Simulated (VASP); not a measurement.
Cr:

```
Cr
1.0
     2.58463   -1.64033    0.00000
     2.58463    1.64033    0.00000
    -1.87999    0.00000    3.58585
Cr
2
Cartesian
  0.0432 0.0000 0.5486
  3.2461 0.0000 3.0372
```

- Program: VASP 6.6.1
- Task: relaxation of cell and atoms
- Functional: PBE
- Potentials or basis: VASP PAW PBE potentials, release 64 (Cr_pv)
- Cutoff: 600 eV
- k mesh: 6 × 6 × 6
- Occupations: gaussian, width 0.1 eV
- Spin: no spin polarisation

At the start: pressure 370.3 GPa; volume 15.20 Å³/atom.

Task: How do energy, volume and symmetry change on relaxing?

Result: Over 58 steps the energy falls by 15087.2 meV/atom and the volume is 11.78 Å³/atom (-22.5 %); space group C2/m (No. 12, to 0.05 Å).

The path:
| step | energy change (eV) | largest force (eV/Å) | pressure (GPa) | volume (Å³) |
| --- | --- | --- | --- | --- |
| 1 | 0.0000 | 191.2065 | 370.28 | 30.41 |
| 3 | 78.1993 | 329.2848 | 16.47 | 86.40 |
| 5 | -22.6867 | 0.6889 | -41.24 | 55.65 |
| 7 | -26.7719 | 6.0205 | 7.64 | 39.42 |
| 9 | -27.6702 | 0.8762 | -21.15 | 42.15 |
| 11 | -27.7445 | 0.5368 | -16.15 | 41.41 |
| 13 | -28.4214 | 3.2568 | 5.23 | 32.60 |
| 15 | -28.7289 | 0.9185 | 3.36 | 29.66 |
| 17 | -28.8940 | 0.3027 | -11.62 | 30.71 |
| 19 | -29.0483 | 0.5474 | -6.80 | 28.89 |
| 21 | -29.0598 | 0.8622 | -3.97 | 28.24 |
| 23 | -29.2009 | 1.2445 | 5.00 | 25.59 |
| 25 | -29.2227 | 1.6700 | 12.83 | 24.29 |
| 27 | -29.2431 | 1.9237 | 20.37 | 23.20 |
| 29 | -29.3216 | 1.5498 | 26.44 | 22.27 |
| 31 | -29.5055 | 1.3083 | 14.31 | 23.06 |
| 33 | -29.6517 | 0.7828 | -18.82 | 26.81 |
| 35 | -29.7653 | 0.9612 | -10.40 | 25.38 |
| 37 | -29.7658 | 1.6263 | 0.82 | 24.48 |
| 39 | -29.9406 | 0.7486 | -2.62 | 24.32 |
| 41 | -29.9862 | 0.5938 | 2.96 | 23.56 |
| 43 | -30.0523 | 0.7858 | -0.41 | 23.71 |
| 45 | -30.0710 | 0.9459 | -2.53 | 24.12 |
| 47 | -30.1309 | 0.3761 | 0.07 | 23.62 |
| 49 | -30.1648 | 0.2476 | -0.02 | 23.59 |
| 51 | -30.1704 | 0.1673 | -0.08 | 23.59 |
| 53 | -30.1721 | 0.0822 | -0.12 | 23.59 |
| 55 | -30.1732 | 0.0771 | 0.30 | 23.55 |
| 57 | -30.1738 | 0.0565 | 0.58 | 23.52 |
| 58 | -30.1743 | 0.0220 | 0.03 | 23.57 |

Final structure:
```
Cr
1.0
     2.45327   -1.17658   -0.16958
     2.45327    1.17658   -0.16958
    -2.12607    0.00000    4.22920
Cr
2
Direct
  0.00095 0.00095 0.24993
  0.99905 0.99905 0.75007
```

Caveat: the k points lie up to 0.51 Å⁻¹ apart in the final cell; the volume moved by over 15 % at a fixed basis, so the end points are rough; the run has no spin polarisation, though such a crystal can be magnetic.
